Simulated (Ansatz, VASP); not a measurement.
# One calculation of CuO, two programs

File POSCAR:

```
CuO
1.0
    2.3446500000     -1.7134000000      0.0000000000
    2.3446500000      1.7134000000      0.0000000000
   -0.8605543552      0.0000000000      5.0594363927
Cu O
2 2
Direct
    0.4968000000      0.0032000000      0.5000000000
    0.0032000000      0.4968000000      0.0000000000
    0.4056000000      0.5714000000      0.7537000000
    0.5714000000      0.4056000000      0.2537000000
```

INCAR.step1

```
PREC     = Accurate       # precision mode
ENCUT    = 770            # plane-wave cutoff, eV
ISMEAR   = -1             # smearing method
SIGMA    = 0.05           # smearing width, eV
LREAL    = F              # projectors in reciprocal space
LASPH    = T              # aspherical terms in the spheres
NELM     = 120            # most SCF steps
NBANDS   = 33             # bands
GGA      = PE             # functional
ALGO     = Normal         # electronic algorithm
EDIFF    = 1E-5           # SCF threshold, eV
LWAVE    = T              # write WAVECAR
LCHARG   = F              # write CHGCAR
GGA_COMPAT= F
```

File INCAR.step2:

```
PREC     = Accurate       # precision mode
ENCUT    = 770            # plane-wave cutoff, eV
EDIFF    = 1E-6           # SCF threshold, eV
ISMEAR   = -1             # smearing method
SIGMA    = 0.05           # smearing width, eV
LREAL    = F              # projectors in reciprocal space
LASPH    = T              # aspherical terms in the spheres
NELM     = 120            # most SCF steps
ALGO     = Normal         # electronic algorithm
ISIF     = 2              # what is computed and relaxed
LWAVE    = F              # write WAVECAR
LCHARG   = F              # write CHGCAR
METAGGA  = R2SCAN         # meta-GGA
LMIXTAU  = T            
NBANDS   = 33             # bands
ISTART   = 1            
GGA_COMPAT= F
```

File KPOINTS:

```
Automatic mesh
0
Gamma
  10 10 5
```

input.yaml

```yaml
crystal:
  lattice:
    - [2.34465, -1.7134, 0.0]
    - [2.34465, 1.7134, 0.0]
    - [-0.8605543552, 0.0, 5.0594363927]
  atoms:
    - { symbol: Cu, position: [0.4968, 0.0032, 0.5] }
    - { symbol: Cu, position: [0.0032, 0.4968, 0.0] }
    - { symbol: O, position: [0.4056, 0.5714, 0.7537] }
    - { symbol: O, position: [0.5714, 0.4056, 0.2537] }
hamiltonian:
  xc: r2scan
  pseudopotentials: { kind: paw }
kpoints:
  mp_grid: { grid: [10, 10, 5] }
scf:
  occupations: { method: fermi_dirac, width: 0.05 }
output:
  forces: true
  stress: true
  eigenvalues: true
  write_density: true
  write_potential: true
  elf: true
  volumetric_format: npy
```

Alike in both runs: task single point; functional r2SCAN; k mesh 10 × 10 × 5; occupations fermi-dirac, width 0.05 eV; no spin polarisation.

```csv
,VASP,Ansatz
version,VASP 6.6.1,Ansatz 0.2.0
potentials or method,"VASP PAW PBE potentials, release 64 (Cu_sv_GW, O)",Ansatz PAW
plane-wave cutoff (eV),770,500
valence electrons in the cell,50,50
```

Ansatz gave:

| Property | Result |
| --- | --- |
| gap on the k mesh at the Fermi level (eV) | none |
| pressure (GPa) | -1.3 |
| traceless stress, the component that is largest in VASP (GPa) | 1.57 |
| rms of the force components (eV/Å) | 0.424 |

What did VASP give for the same quantities?

gap on the k mesh at the Fermi level (eV): none; pressure (GPa): -3.3; traceless stress, the component that is largest in VASP (GPa): 1.62; rms of the force components (eV/Å): 0.433.

VASP's potentials were made for PBE, not for r2SCAN. Atom by atom the forces differ by 0.014 eV/Å (rms over components). A gap of «none» marks a metal or a gap that the smearing closes.
